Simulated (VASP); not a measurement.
# HfSiO4 (I4_1/amd) in VASP: settings compared, part 2 of 2

VASP 6.6.1. The steps go on from the part before.

## Step 4: Single point, PBE

The input, INCAR:

```
SYSTEM = HfSiO4
PREC = Accurate ; ENCUT = 520
EDIFF = 1E-6 ; ISMEAR = 0
SIGMA = 0.011 ; LREAL = .FALSE.
LASPH = .TRUE. ; NELM = 80
ALGO = Normal ; ISIF = 2
LWAVE = .FALSE. ; LCHARG = .TRUE.
GGA = PE ; LELF = .TRUE.
LVHAR = .TRUE. ; NBANDS = 50
```

The input, KPOINTS:

```
Automatic mesh
0
G
  6 6 6
  0 0 0
```

The input, POSCAR:

```
HfSiO4
1.0
   -3.2862500000      3.2862500000      2.9816000000
    3.2862500000     -3.2862500000      2.9816000000
    3.2862500000      3.2862500000     -2.9816000000
Hf Si O
2 2 8
Direct
    0.0000000000      0.0000000000      0.0000000000
    0.7500000000      0.2500000000      0.5000000000
    0.5000000000      0.5000000000      0.0000000000
    0.2500000000      0.7500000000      0.5000000000
    0.6802000000      0.4957000000      0.8155000000
    0.2457000000      0.9302000000      0.3155000000
    0.6802000000      0.8647000000      0.1845000000
    0.6147000000      0.9302000000      0.6845000000
    0.0698000000      0.3853000000      0.3155000000
    0.5043000000      0.3198000000      0.1845000000
    0.0698000000      0.7543000000      0.6845000000
    0.1353000000      0.3198000000      0.8155000000
```

Potentials or basis: VASP PAW PBE potentials, release 64 (Hf_pv, Si, O).

The run is started by

```
$ cat potpaw_PBE.64/Hf_pv/POTCAR potpaw_PBE.64/Si/POTCAR potpaw_PBE.64/O/POTCAR > POTCAR
$ mpirun -np 1 vasp_std > vasp.out
```

OUTCAR:

```text
SYSTEM = HfSiO4
   PREC = Accurate
   ENCUT = 520
   EDIFF = 1E-6
   ISMEAR = 0
   LREAL = .FALSE.
   LASPH = .TRUE.
   NELM = 80
   ISIF = 2
   GGA = PE

 ion  position               nearest neighbor table
   1  0.000  0.000  0.000-   6 2.11   8 2.11   9 2.11  11 2.11   7 2.26  10 2.26  12 2.26   5 2.26
                             3 2.98   3 2.98   2 3.61   2 3.61   2 3.61   2 3.61
   2  0.750  0.250  0.500-   5 2.11   7 2.11  10 2.11  12 2.11   9 2.26  11 2.26   8 2.26   6 2.26
                             4 2.98   4 2.98   1 3.61   1 3.61   1 3.61   1 3.61
   3  0.500  0.500  0.000-   5 1.62   7 1.62  10 1.62  12 1.62   1 2.98   1 2.98
   4  0.250  0.750  0.500-   6 1.62   8 1.62   9 1.62  11 1.62   2 2.98   2 2.98
   5  0.680  0.496  0.816-   3 1.62   2 2.11   1 2.26
   6  0.246  0.930  0.316-   4 1.62   1 2.11   2 2.26
   7  0.680  0.865  0.184-   3 1.62   2 2.11   1 2.26
   8  0.615  0.930  0.684-   4 1.62   1 2.11   2 2.26
   9  0.070  0.385  0.316-   4 1.62   1 2.11   2 2.26
  10  0.504  0.320  0.184-   3 1.62   2 2.11   1 2.26
  11  0.070  0.754  0.684-   4 1.62   1 2.11   2 2.26
  12  0.135  0.320  0.816-   3 1.62   2 2.11   1 2.26

  LATTYP: Found a body centered tetragonal cell.
 ALAT       =     6.5725000000
 C/A-ratio  =     0.9072955496

  Lattice vectors:

 A1 = (  -3.2862500000,   3.2862500000,   2.9816000000)
 A2 = (   3.2862500000,  -3.2862500000,   2.9816000000)
 A3 = (   3.2862500000,   3.2862500000,  -2.9816000000)

Analysis of symmetry for initial positions (statically):
=====================================================================
 Subroutine PRICEL returns:
 Original cell was already a primitive cell.

 Routine SETGRP: Setting up the symmetry group for a
 body centered tetragonal supercell.

 Subroutine GETGRP returns: Found 16 space group operations
 (whereof  8 operations were pure point group operations)
 out of a pool of 16 trial point group operations.

The static configuration has the point symmetry D_2d.
 The point group associated with its full space group is D_4h.

Analysis of symmetry for dynamics (positions and initial velocities):
=====================================================================
 Subroutine PRICEL returns:
 Original cell was already a primitive cell.

 Routine SETGRP: Setting up the symmetry group for a
 body centered tetragonal supercell.

 Subroutine GETGRP returns: Found 16 space group operations
 (whereof  8 operations were pure point group operations)
 out of a pool of 16 trial point group operations.

The dynamic configuration has the point symmetry D_2d.
 The point group associated with its full space group is D_4h.

 Subroutine INISYM returns: Found 16 space group operations
 (whereof  8 operations are pure point group operations),
 and found     1 'primitive' translations

----------------------------------------------------------------------------------------

                                     Primitive cell

  volume of cell :     128.7984

  direct lattice vectors                    reciprocal lattice vectors
    -3.286250000  3.286250000  2.981600000     0.000000000  0.152149106  0.167695197
     3.286250000 -3.286250000  2.981600000     0.152149106  0.000000000  0.167695197
     3.286250000  3.286250000 -2.981600000     0.152149106  0.152149106  0.000000000

[... 83 lines left out ...]
 -0.166667 -0.333333  0.166667      8.000000
 [... further k-points ...]
   k-points           NKPTS =     30   k-points in BZ     NKDIM =     30   number of bands    NBANDS=     50
   number of dos      NEDOS =    301   number of ions     NIONS =     12
   total plane-waves  NPLWV =  74088
   dimension x,y,z NGX =    42 NGY =   42 NGZ =   42
   dimension x,y,z NGXF=    84 NGYF=   84 NGZF=   84
   ions per type =               2   2   8
   NGX,Y,Z   is equivalent  to a cutoff of  12.65, 12.65, 12.65 a.u.
   NGXF,Y,Z  is equivalent  to a cutoff of  25.29, 25.29, 25.29 a.u.
 SYSTEM =  HfSiO4
   PREC   = accura    normal or accurate (medium, high low for compatibility)
   ISTART =      0    job   : 0-new  1-cont  2-samecut
   ICHARG =      2    charge: 1-file 2-atom 10-const
   ISPIN  =      1    spin polarized calculation?
   LNONCOLLINEAR =      F non collinear calculations
   LSORBIT =      F    spin-orbit coupling
   LASPH  =      T    aspherical Exc in radial PAW
   ENCUT  =  520.0 eV  38.22 Ry    6.18 a.u.  10.27 10.27 10.27*2*pi/ulx,y,z
   NELM   =     80;   NELMIN=  2; NELMDL= -5     # of ELM steps
   EDIFF  = 0.1E-05   stopping-criterion for ELM
   LREAL  =      F    real-space projection
   EDIFFG = 0.1E-04   stopping-criterion for IOM
   NSW    =      0    number of steps for IOM
   IBRION =     -1    ionic relax: 0-MD 1-quasi-New 2-CG
   NFREE  =      0    steps in history (QN), initial steepest desc. (CG)
   ISIF   =      2    stress and relaxation
   ISYM   =      2    0-nonsym 1-usesym 2-fastsym
   POTIM  = 0.5000    time-step for ionic-motion
   TEBEG  =    0.0;   TEEND  =   0.0 temperature during run
   PSTRESS=    0.0 pullay stress
   NELECT =      76.0000    total number of electrons
   NUPDOWN=      -1.0000    fix difference up-down
   EMIN   =  10.00;   EMAX   =-10.00  energy-range for DOS
   EFERMI =   0.00;   METHOD = LEGACY
   ISMEAR =     0;   SIGMA  =   0.01  broadening in eV -4-tet -1-fermi 0-gaus
   EFERMI_NEDOS =   21; number of points for ismear=-14 and -15
   IALGO  =     38    algorithm
   IMIX   =      4    mixing-type and parameters
     AMIX     =   0.40;   BMIX     =  1.00
     AMIX_MAG =   1.60;   BMIX_MAG =  1.00
  volume/ion in A,a.u.               =      10.73        72.43
  Fermi-wavevector in a.u.,A,eV,Ry     =   1.373122  2.594825 25.653301  1.885464
  Thomas-Fermi vector in A             =   2.498668
   LORBIT       =      0    0 simple, 1 ext, 2 COOP (PROOUT), +10 PAW based schemes
   GGA     = PE    functional components
   LHFCALC =     F    Hartree Fock is set to
   AEXX    =    0.0000 exact exchange contribution
   IVDW    =     0    specifies the selected vdW correction
   LEPSILON=     F    determine dielectric tensor
   LRPA    =     F    only Hartree local field effects (RPA)
 non-spin polarized calculation
 Gauss-broadening in eV      SIGMA  =   0.01
  energy-cutoff  :      520.00
  volume of cell :      128.80
 maximum number of plane-waves:      3484
 NGX is ok and might be reduce to    42
   NGX = 21   NGY = 21   NGZ = 21

 number of electron      76.0000001 magnetization

 Free energy of the ion-electron system (eV)
  ---------------------------------------------------
  ext. energy  EPLUGINS =         0.00000000
  ---------------------------------------------------
  free energy    TOTEN  =      -108.59766541 eV

  energy without entropy =     -108.59766541  energy(sigma->0) =     -108.59766541

 E-fermi :   3.4698     XC(G=0): -11.0933

 val. band max:        3.3100774364   @ k =   0.0000   0.0000   0.0000
 cond. band min:       8.7185612999   @ k =   0.3333   0.3333   0.1667
 fundamental gap:      5.4084838635
 Fermi energy:         3.4698214017

 k-point     1 :       0.0000    0.0000    0.0000
  band No.  band energies     occupation
      1     -26.0214      2.00000
      2     -26.0214      2.00000
      3     -25.9507      2.00000
      4     -25.9386      2.00000
      5     -25.8433      2.00000
      6     -25.8433      2.00000
[... 1261 lines left out ...]
     49      12.1739      0.00000
     50      13.0569      0.00000

 [... further k-points ...]
[... 5 lines left out ...]
  --------------------------------------------------------------------------------------
  -------------------------------------------------------------------------------------
  Total        4.3598494      4.3598494      5.2897794      0.0000000      0.0000000      0.0000000
  in kB       54.2339836     54.2339836     65.8017702      0.0000000      0.0000000      0.0000000
  external PRESSURE =      58.0899125 kB  Pullay stress =       0.0000000 kB

 VOLUME and BASIS-vectors are now :
 -----------------------------------------------------------------------------
  energy-cutoff  :      520.00
  volume of cell :      128.80
      direct lattice vectors                 reciprocal lattice vectors
    -3.286250000  3.286250000  2.981600000     0.000000000  0.152149106  0.167695197
     3.286250000 -3.286250000  2.981600000     0.152149106  0.000000000  0.167695197
     3.286250000  3.286250000 -2.981600000     0.152149106  0.152149106  0.000000000

 POSITION                                       TOTAL-FORCE (eV/Angst)
 -----------------------------------------------------------------------------------
      0.00000      0.00000      0.00000         0.000000     -0.000000      0.000000
     -0.00000      3.28625      1.49080         0.000000     -0.000000      0.000000
      0.00000      0.00000      2.98160         0.000000     -0.000000      0.000000
      3.28625     -0.00000      1.49080         0.000000     -0.000000      0.000000
      2.07362      3.28625      1.07457        -0.410019     -0.000000      0.336153
      3.28625     -1.21263      2.56537         0.000000     -0.410019      0.336153
      1.21263     -0.00000      4.05617         0.410019     -0.000000      0.336153
      3.28625      1.21263      2.56537        -0.000000      0.410019      0.336153
      2.07362      0.00000      0.41623        -0.410019      0.000000     -0.336153
      0.00000      1.21263      1.90703         0.000000      0.410019     -0.336153
      4.49888      0.00000      0.41623         0.410019     -0.000000     -0.336153
      3.28625      2.07362     -1.07457         0.000000     -0.410019     -0.336153
 -----------------------------------------------------------------------------------
    total drift:                               -0.000000     -0.000000      0.000000

  FREE ENERGIE OF THE ION-ELECTRON SYSTEM (eV)
  ---------------------------------------------------
  free  energy   TOTEN  =      -108.5976654125 eV

  energy  without entropy=     -108.5976654125  energy(sigma->0) =     -108.59766541
```

Wall time 3.5 min (1 thread of Intel Xeon Platinum 8259CL at 2.50GHz (Skylake/Cascade Lake), shared host); peak memory 0.34 GiB.

What came out:

```yaml
Free_energy: -108.5977 eV
Pressure: 5.8 GPa
Largest_force: 0.530 eV/Å
Band_gap_on_the_k_mesh: 5.41 eV (least direct gap 5.76 eV)
```

Forces in eV/Å, atoms in the order of the input:
```
Hf   0.000  0.000  0.000
Hf   0.000  0.000  0.000
Si   0.000  0.000  0.000
Si   0.000  0.000  0.000
O   -0.410  0.000  0.336
O    0.000 -0.410  0.336
O    0.410  0.000  0.336
O    0.000  0.410  0.336
O   -0.410  0.000 -0.336
O    0.000  0.410 -0.336
O    0.410  0.000 -0.336
O    0.000 -0.410 -0.336
```

Caveat: the cell stands under pressure; spin-orbit coupling is left out, which moves the levels of the heavy elements.

## Step 5: Single point, PBE

This run uses another cell than the first one, of 11.07 Å³/atom.

The input, INCAR:

```
SYSTEM = HfSiO4
ALGO = Normal
EDIFF = 1E-6
ENCUT = 520
GGA = PE
ISIF = 2
ISMEAR = -1
LASPH = .True.
LCHARG = .False.
LREAL = .False.
LWAVE = .False.
NBANDS = 50
NELM = 100
PREC = Accurate
SIGMA = 0.05
```

The input, KPOINTS:

```
k-points
0
Gamma
  6 6 6
  0 0 0
```

The input, POSCAR:

```
HfSiO4
1.0
   -3.3227089056      3.3227089056      3.0072192389
    3.3227089056     -3.3227089056      3.0072192389
    3.3227089056      3.3227089056     -3.0072192389
Hf Si O
2 2 8
Direct
    0.0000000000      0.0000000000      0.0000000000
    0.7500000000      0.2500000000      0.5000000000
    0.5000000000      0.5000000000      0.0000000000
    0.2500000000      0.7500000000      0.5000000000
    0.6810678465      0.4968714124      0.8158035659
    0.2468714124      0.9310678465      0.3158035659
    0.6810678465      0.8652642806      0.1841964341
    0.6152642806      0.9310678465      0.6841964341
    0.0689321535      0.3847357194      0.3158035659
    0.5031285876      0.3189321535      0.1841964341
    0.0689321535      0.7531285876      0.6841964341
    0.1347357194      0.3189321535      0.8158035659
```

The run is started by

```
$ cat potpaw_PBE.64/Hf_pv/POTCAR potpaw_PBE.64/Si/POTCAR potpaw_PBE.64/O/POTCAR > POTCAR
$ mpirun -np 1 vasp_std > vasp.out
```

Wall time 3.4 min (1 thread of Intel Xeon Platinum 8259CL at 2.50GHz (Skylake/Cascade Lake), shared host); peak memory 0.35 GiB.

Results (log left out):

| Quantity | Value |
| --- | --- |
| Free energy | -108.6581 eV |
| Pressure | -1.6 GPa |
| Largest force | 0.185 eV/Å |
| Band gap on the k mesh | 5.27 eV (least direct gap 5.60 eV) |

Forces on the atoms (eV/Å):
```
Hf   0.000  0.000  0.000
Hf   0.000  0.000  0.000
Si   0.000  0.000  0.000
Si   0.000  0.000  0.000
O   -0.127  0.000  0.134
O    0.000 -0.127  0.134
O    0.127  0.000  0.134
O    0.000  0.127  0.134
O   -0.127  0.000 -0.134
O    0.000  0.127 -0.134
O    0.127  0.000 -0.134
O    0.000 -0.127 -0.134
```

Stress tensor (GPa, compression positive):
```
-1.71  0.00  0.00
 0.00 -1.71  0.00
 0.00  0.00 -1.38
```

Levels at points of the mesh, in eV from the valence-band top:
```tsv
k point	band 36	band 37	band 38	band 39	band 40	band 41
(0.00, 0.00, 0.00)	-0.60	-0.53	0.00	5.60	5.91	5.96
(0.50, 0.00, 0.00)	-0.80	-0.24	-0.22	5.50	5.66	6.39
(0.50, 0.50, 0.00)	-0.89	-0.58	-0.58	5.28	5.28	6.35
(0.50, 0.50, 0.50)	-1.07	-0.89	-0.89	6.06	6.06	6.38
```

Caveat: spin-orbit coupling is left out, which moves the levels of the heavy elements.

## Step 6: The runs side by side

```csv
level,cell,k mesh,smearing,gap on the mesh (eV),pressure (GPa),largest force (eV/Å)
r2SCAN,"a = 5.522 Å, angles 107.0, 107.0, 114.6°, 12 atoms",5 × 5 × 5,fermi-dirac 0.05 eV,5.97,-0.7,0.27
RPBE,"a = 5.522 Å, angles 107.0, 107.0, 114.6°, 12 atoms",6 × 6 × 6,fermi-dirac 0.05 eV,5.48,10.3,0.51
PBE,"a = 5.522 Å, angles 107.0, 107.0, 114.6°, 12 atoms",6 × 6 × 6,gaussian 0.011 eV,5.41,5.8,0.53
PBE,"a = 5.579 Å, angles 106.9, 106.9, 114.8°, 12 atoms",6 × 6 × 6,fermi-dirac 0.05 eV,5.27,-1.6,0.18
```

Alike in all rows: task single point; potentials or basis VASP PAW PBE potentials, release 64 (Hf_pv, Si, O); no spin polarisation; cutoff (eV) 520.

On the cell as given the gap runs from 5.41 eV (PBE) to 5.97 eV (r2SCAN); the meshes differ, which moves gaps too. The pressure there spans -0.7 GPa (r2SCAN) to 10.3 GPa (RPBE); a positive pressure means that this level wants a larger cell, a negative one a smaller.

Caveats: spin-orbit coupling is left out, which moves the levels of the heavy elements; the PAW data sets were made with another functional, which shifts forces and pressure a little (at least some runs); the cell stands under pressure (at least some runs); an odd mesh through Γ misses points on the zone boundary, where band edges can lie (at least some runs).

Total energies depend on the potentials used, so only differences within one code and one set of settings carry meaning.
